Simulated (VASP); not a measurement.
## Mg8HO8 (a cell with a defect): single point with PBE+D3(BJ)

The system is Mg8HO8 (a cell with a defect).

```
CELL_PARAMETERS angstrom
0.00000 3.85100 3.85100
3.85100 0.00000 3.85100
3.85100 3.85100 0.00000
ATOMIC_POSITIONS crystal
Mg 0.99871 0.99921 0.00225
Mg 0.99869 0.99920 0.49863
Mg 0.99743 0.50084 0.00027
Mg 0.99869 0.50286 0.49863
Mg 0.50033 0.99796 0.00026
Mg 0.50232 0.99921 0.49865
Mg 0.50033 0.50084 0.00027
Mg 0.50034 0.50084 0.49736
O 0.25455 0.25507 0.23471
O 0.25454 0.25507 0.75448
O 0.24955 0.75014 0.24957
O 0.25455 0.73527 0.75449
O 0.74963 0.25004 0.24957
O 0.73477 0.25507 0.75449
O 0.74963 0.75015 0.24957
O 0.74963 0.75014 0.74949
H 0.12459 0.12513 0.62452
```

```yaml
Program: VASP 6.6.1
Task: single point
Functional: PBE
Dispersion: D3(BJ)
Potentials_or_basis: VASP PAW PBE potentials, release 64 (Mg, O, H)
Cutoff: 520 eV
k_mesh: 3 × 3 × 3
Occupations: gaussian, width 0.05 eV
Spin: collinear spin
Starting_moments: "[0.0, 0.0, 0.0, 0.0, 0.0, 0.0, 0.0, 0.0, 0.09, 0.09, 0.0, 0.09, 0.0, 0.09, 0.0, 0.0, 0.4] μB"
```

| Item | Value |
| --- | --- |
| Pressure | 84.0 GPa |
| Largest force | 0.020 eV/Å |
| Net moment | 0.93 μB per cell |
| Site moments | Mg +0.01, +0.00; O +0.09, -0.00; H +0.30 μB |
| Valence electrons inside the program's atomic spheres | Mg 0.64, 0.67; O 5.28, 5.30; H 0.66 |
| Dispersion energy per atom | -0.378 eV |

Forces in eV/Å, atoms in the order of the input:
```
Mg  -0.010 -0.010  0.011
Mg   0.011  0.011  0.011
Mg  -0.010  0.010  0.010
Mg  -0.011  0.011 -0.011
Mg   0.009 -0.009  0.009
Mg   0.011 -0.010 -0.010
Mg  -0.010 -0.010 -0.010
Mg   0.010  0.010 -0.010
O    0.011  0.011 -0.012
O   -0.011 -0.010 -0.011
O    0.009 -0.010 -0.009
O    0.012 -0.011  0.012
O   -0.008  0.009 -0.008
O   -0.012  0.011  0.011
O    0.008  0.008  0.008
O   -0.009 -0.010  0.009
H    0.000  0.001  0.000
```

Levels at points of the mesh, in eV from the Fermi level:
Spin up:
```csv
k point,band 30,band 31,band 32,band 33,band 34,band 35,band 36,band 37
"(0.00, 0.00, 0.00)",-4.22,-4.22,-4.22,-1.84,3.82,5.08,5.08,5.15
```
Spin down:
```
           k point  band 29  band 30  band 31  band 32  band 33  band 34  band 35  band 36
(0.00, 0.00, 0.00)    -5.16    -4.12    -4.12    -4.12    -0.21     3.86     5.08     5.08
```

Run time: 2.9 min on 1 thread of Intel(R) Xeon(R) Platinum 8259CL CPU @ 2.50GHz (Skylake/Cascade Lake), with other jobs on the host, peak memory 0.39 GiB.

Caveat: the k points lie up to 0.47 Å⁻¹ apart.
